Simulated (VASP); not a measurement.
# Mo (Fm-3m) in VASP: further runs, part 2 of 2

VASP 6.6.1. Earlier steps stand in the parts before.

### Step 3. Single point, PBE

This run uses another cell than the first one, of 16.04 Å³/atom, 1.042 times its volume.

INCAR

```
SYSTEM = Mo
PREC     = Accurate       ! precision mode
ENCUT    = 520            ! plane-wave cutoff, eV
EDIFF    = 1E-6           ! SCF threshold, eV
ISMEAR   = -1             ! smearing method
SIGMA    = 0.1            ! smearing width, eV
LREAL    = .False.        ! projectors in reciprocal space
LASPH    = .True.         ! aspherical terms in the spheres
NELM     = 80             ! most SCF steps
ALGO     = Normal         ! electronic algorithm
ISIF     = 2              ! what is computed and relaxed
LWAVE    = .False.        ! write WAVECAR
LCHARG   = .False.        ! write CHGCAR
GGA      = PE             ! functional
NBANDS   = 13             ! bands
```

KPOINTS

```
Automatic mesh
0
Gamma
  15 15 15
  0 0 0
```

POSCAR

```
Mo
1.0
    0.0000000000      2.0015221387      2.0015221387
    2.0015221387      0.0000000000      2.0015221387
    2.0015221387      2.0015221387      0.0000000000
Mo
1
Direct
    0.0000000000      0.0000000000      0.0000000000
```

Potentials or basis: VASP PAW PBE potentials, release 64 (Mo_sv).

Started as:

```
$ cat potpaw_PBE.64/Mo_sv/POTCAR > POTCAR
$ mpirun -np 1 vasp_std > vasp.out
```

OUTCAR:

```text
SYSTEM = Mo
   PREC = Accurate
   ENCUT = 520
   EDIFF = 1E-6
   ISMEAR = -1
   LREAL = .False.
   LASPH = .True.
   NELM = 80
   ISIF = 2
   GGA = PE

 ion  position               nearest neighbor table
   1  0.000  0.000  0.000-

  LATTYP: Found a face centered cubic cell.
 ALAT       =     4.0030442774

  Lattice vectors:

 A1 = (   0.0000000000,   2.0015221387,   2.0015221387)
 A2 = (   2.0015221387,   0.0000000000,   2.0015221387)
 A3 = (   2.0015221387,   2.0015221387,   0.0000000000)

Analysis of symmetry for initial positions (statically):
=====================================================================
 Subroutine PRICEL returns:
 Original cell was already a primitive cell.

 Routine SETGRP: Setting up the symmetry group for a
 face centered cubic supercell.

 Subroutine GETGRP returns: Found 48 space group operations
 (whereof 48 operations were pure point group operations)
 out of a pool of 48 trial point group operations.

The static configuration has the point symmetry O_h .

Analysis of symmetry for dynamics (positions and initial velocities):
=====================================================================
 Subroutine PRICEL returns:
 Original cell was already a primitive cell.

 Routine SETGRP: Setting up the symmetry group for a
 face centered cubic supercell.

 Subroutine GETGRP returns: Found 48 space group operations
 (whereof 48 operations were pure point group operations)
 out of a pool of 48 trial point group operations.

The dynamic configuration has the point symmetry O_h .

 Subroutine INISYM returns: Found 48 space group operations
 (whereof 48 operations are pure point group operations),
 and found     1 'primitive' translations

----------------------------------------------------------------------------------------

                                     Primitive cell

  volume of cell :      16.0366

  direct lattice vectors                    reciprocal lattice vectors
     0.000000000  2.001522139  2.001522139    -0.249809877  0.249809877  0.249809877
     2.001522139  0.000000000  2.001522139     0.249809877 -0.249809877  0.249809877
     2.001522139  2.001522139  0.000000000     0.249809877  0.249809877 -0.249809877

  length of vectors
     2.830579754  2.830579754  2.830579754     0.432683400  0.432683400  0.432683400

  position of ions in fractional coordinates (direct lattice)
     0.000000000  0.000000000  0.000000000

  ion indices of the primitive-cell ions
   primitive index   ion index
                 1           1

----------------------------------------------------------------------------------------

 KPOINTS: Automatic mesh

Automatic generation of k-mesh.
 Grid dimensions read from file:
 generate k-points for:   15   15   15

 Generating k-lattice:

  Cartesian coordinates                     Fractional coordinates (reciprocal lattice)
    -0.016653992  0.016653992  0.016653992     0.066666667  0.000000000  0.000000000
     0.016653992 -0.016653992  0.016653992     0.000000000  0.066666667  0.000000000
     0.016653992  0.016653992 -0.016653992     0.000000000  0.000000000  0.066666667

  Length of vectors
     0.028845560  0.028845560  0.028845560

  Shift w.r.t. Gamma in fractional coordinates (k-lattice)
     0.000000000  0.000000000  0.000000000

 Subroutine IBZKPT returns following result:
 ===========================================

 Found    120 irreducible k-points:

 Following reciprocal coordinates:
            Coordinates               Weight
  0.000000  0.000000  0.000000      1.000000
  0.066667  0.000000  0.000000      8.000000
  0.133333  0.000000  0.000000      8.000000
  0.200000  0.000000  0.000000      8.000000
  0.266667  0.000000  0.000000      8.000000
  0.333333  0.000000  0.000000      8.000000
[... 16 lines left out ...]
  0.133333  0.133333  0.000000      6.000000
  0.200000  0.133333  0.000000     24.000000
 [... further k-points ...]
   k-points           NKPTS =    120   k-points in BZ     NKDIM =    120   number of bands    NBANDS=     13
   number of dos      NEDOS =    301   number of ions     NIONS =      1
   total plane-waves  NPLWV =  13824
   dimension x,y,z NGX =    24 NGY =   24 NGZ =   24
   dimension x,y,z NGXF=    48 NGYF=   48 NGZF=   48
   ions per type =               1
   NGX,Y,Z   is equivalent  to a cutoff of  14.10, 14.10, 14.10 a.u.
   NGXF,Y,Z  is equivalent  to a cutoff of  28.19, 28.19, 28.19 a.u.
 SYSTEM =  Mo
   PREC   = accura    normal or accurate (medium, high low for compatibility)
   ISTART =      0    job   : 0-new  1-cont  2-samecut
   ICHARG =      2    charge: 1-file 2-atom 10-const
   ISPIN  =      1    spin polarized calculation?
   LNONCOLLINEAR =      F non collinear calculations
   LSORBIT =      F    spin-orbit coupling
   LASPH  =      T    aspherical Exc in radial PAW
   ENCUT  =  520.0 eV  38.22 Ry    6.18 a.u.   5.26  5.26  5.26*2*pi/ulx,y,z
   NELM   =     80;   NELMIN=  2; NELMDL= -5     # of ELM steps
   EDIFF  = 0.1E-05   stopping-criterion for ELM
   LREAL  =      F    real-space projection
   EDIFFG = 0.1E-04   stopping-criterion for IOM
   NSW    =      0    number of steps for IOM
   IBRION =     -1    ionic relax: 0-MD 1-quasi-New 2-CG
   NFREE  =      0    steps in history (QN), initial steepest desc. (CG)
   ISIF   =      2    stress and relaxation
   ISYM   =      2    0-nonsym 1-usesym 2-fastsym
   POTIM  = 0.5000    time-step for ionic-motion
   TEBEG  =    0.0;   TEEND  =   0.0 temperature during run
   PSTRESS=    0.0 pullay stress
   NELECT =      14.0000    total number of electrons
   NUPDOWN=      -1.0000    fix difference up-down
   EMIN   =  10.00;   EMAX   =-10.00  energy-range for DOS
   EFERMI =   0.00;   METHOD = LEGACY
   ISMEAR =    -1;   SIGMA  =   0.10  broadening in eV -4-tet -1-fermi 0-gaus
   EFERMI_NEDOS =   21; number of points for ismear=-14 and -15
   IALGO  =     38    algorithm
   IMIX   =      4    mixing-type and parameters
     AMIX     =   0.40;   BMIX     =  1.00
     AMIX_MAG =   1.60;   BMIX_MAG =  1.00
  volume/ion in A,a.u.               =      16.04       108.22
  Fermi-wavevector in a.u.,A,eV,Ry     =   1.564638  2.956736 33.308300  2.448091
  Thomas-Fermi vector in A             =   2.667232
   LORBIT       =      0    0 simple, 1 ext, 2 COOP (PROOUT), +10 PAW based schemes
   GGA     = PE    functional components
   LHFCALC =     F    Hartree Fock is set to
   AEXX    =    0.0000 exact exchange contribution
   IVDW    =     0    specifies the selected vdW correction
   LEPSILON=     F    determine dielectric tensor
   LRPA    =     F    only Hartree local field effects (RPA)
 non-spin polarized calculation
  energy-cutoff  :      520.00
  volume of cell :       16.04
 maximum number of plane-waves:       444
 NGX is ok and might be reduce to    24
   NGX = 11   NGY = 11   NGZ = 11

 number of electron      14.0000000 magnetization

 Free energy of the ion-electron system (eV)
  ---------------------------------------------------
  ext. energy  EPLUGINS =         0.00000000
  ---------------------------------------------------
  free energy    TOTEN  =       -10.53275823 eV

  energy without entropy =      -10.48953283  energy(sigma->0) =      -10.51114553

 E-fermi :  11.7726     XC(G=0): -13.2288

 val. band max:       11.7483905154   @ k =   0.4000   0.1333   0.0000
 cond. band min:      11.7810587498   @ k =   0.2000   0.1333   0.0000
 fundamental gap:      0.0326682344
 Fermi energy:        11.7726100527

 k-point     1 :       0.0000    0.0000    0.0000
  band No.  band energies     occupation
      1     -48.9432      2.00000
      2     -22.2884      2.00000
      3     -22.2884      2.00000
      4     -22.2884      2.00000
      5       5.0417      2.00000
      6      11.0607      1.99838
      7      11.0607      1.99838
      8      11.0607      1.99838
      9      13.7325      0.00000
     10      13.7325      0.00000
     11      24.8715      0.00000
     12      30.1228      0.00000
     13      30.1228      0.00000

 k-point     2 :       0.0667    0.0000    0.0000
  band No.  band energies     occupation
      1     -48.9338      2.00000
      2     -22.3480      2.00000
      3     -22.2958      2.00000
      4     -22.2958      2.00000
      5       5.2227      2.00000
      6      10.9379      1.99953
      7      11.1424      1.99634
      8      11.1424      1.99634
      9      13.6668      0.00000
     10      13.6668      0.00000
     11      25.2190      0.00000
[... 339 lines left out ...]
 k-point    24 :       0.2000    0.1333    0.0000
  band No.  band energies     occupation
      1     -48.8650      2.00000
      2     -22.6640      2.00000
      3     -22.4064      2.00000
      4     -22.3956      2.00000
      5       6.4980      2.00000
      6       9.9205      2.00000
      7      11.7811      0.95778
      8      11.9066      0.41491
      9      12.6449      0.00033
     10      14.1714      0.00000
     11      27.5864      0.00000
     12      28.1396      0.00000
     13      31.0587      0.00000

 [... further k-points ...]
[... 5 lines left out ...]
  --------------------------------------------------------------------------------------
  -------------------------------------------------------------------------------------
  Total        0.0756630      0.0756630      0.0756630     -0.0000000      0.0000000     -0.0000000
  in kB        7.5593280      7.5593280      7.5593280     -0.0000000      0.0000000     -0.0000000
  external PRESSURE =       7.5593280 kB  Pullay stress =       0.0000000 kB

 VOLUME and BASIS-vectors are now :
 -----------------------------------------------------------------------------
  energy-cutoff  :      520.00
  volume of cell :       16.04
      direct lattice vectors                 reciprocal lattice vectors
     0.000000000  2.001522139  2.001522139    -0.249809877  0.249809877  0.249809877
     2.001522139  0.000000000  2.001522139     0.249809877 -0.249809877  0.249809877
     2.001522139  2.001522139  0.000000000     0.249809877  0.249809877 -0.249809877

 POSITION                                       TOTAL-FORCE (eV/Angst)
 -----------------------------------------------------------------------------------
      0.00000      0.00000      0.00000         0.000000     -0.000000     -0.000000
 -----------------------------------------------------------------------------------
    total drift:                                0.000000      0.000000      0.000000

  FREE ENERGIE OF THE ION-ELECTRON SYSTEM (eV)
  ---------------------------------------------------
  free  energy   TOTEN  =       -10.5327582344 eV

  energy  without entropy=      -10.4895328321  energy(sigma->0) =      -10.51114553
```

It took 22 s on 1 thread of Intel Xeon 8259CL, shared host; peak memory 0.15 GiB.

What came out:

```
Free energy            : -10.5328 eV
Pressure               : 0.8 GPa
Band gap on the k mesh : zero (band 7 reaches 15.61 eV, above the bottom of band 8 at 11.06 eV)
```

### Step 4. Single point, PBE (volume scaled by 1.04)

INCAR

```
SYSTEM = Mo
PREC = Accurate
ENCUT = 520
EDIFF = 1E-6
ISMEAR = -1
SIGMA = 0.1
LREAL = .False.
LASPH = .True.
NELM = 80
ALGO = Normal
ISIF = 2
LWAVE = .False.
LCHARG = .False.
GGA = PE
NBANDS = 13
```

KPOINTS is that of step 3.

POSCAR

```
Mo
1.0
    0.0000000000      2.0278609767      2.0278609767
    2.0278609767      0.0000000000      2.0278609767
    2.0278609767      2.0278609767      0.0000000000
Mo
1
Direct
    0.0000000000      0.0000000000      0.0000000000
```

Started as:

```
$ cat potpaw_PBE.64/Mo_sv/POTCAR > POTCAR
$ mpirun -np 1 vasp_std > vasp.out
```

Wall time 26 s (1 thread of Intel Xeon 8259CL, shared host); peak memory 0.15 GiB.

The run converged. Its results:

```yaml
Free_energy: -10.5179 eV
Pressure: -8.0 GPa
Band_gap_on_the_k_mesh: zero (band 7 reaches 14.79 eV, above the bottom of band 8 at 10.52 eV)
```

Levels at points of the mesh, in eV from the Fermi level:
| k point | band 3 | band 4 | band 5 | band 6 | band 7 | band 8 | band 9 | band 10 | band 11 | band 12 |
| --- | --- | --- | --- | --- | --- | --- | --- | --- | --- | --- |
| (0.00, 0.00, 0.00) | -34.16 | -34.16 | -6.61 | -0.66 | -0.66 | -0.66 | 1.86 | 1.86 | 13.07 | 18.13 |

Caveat: the cell differs from its parent crystal (volume scaled by 1.04).

### Step 5. Overview

```tsv
cell	gap on the mesh (eV)	pressure (GPa)
a = 2.792 Å, angles 60.0°, 1 atom	none	11.5
a = 2.831 Å, angles 60.0°, 1 atom	none	0.8
a = 2.868 Å, angles 60.0°, 1 atom	none	-8.0
```

Alike in all rows: task single point; level PBE; potentials or basis VASP PAW PBE potentials, release 64 (Mo_sv); no spin polarisation; k mesh 15 × 15 × 15; cutoff (eV) 520; smearing fermi-dirac 0.1 eV.

Absolute energies hang on the potentials; compare differences alone.
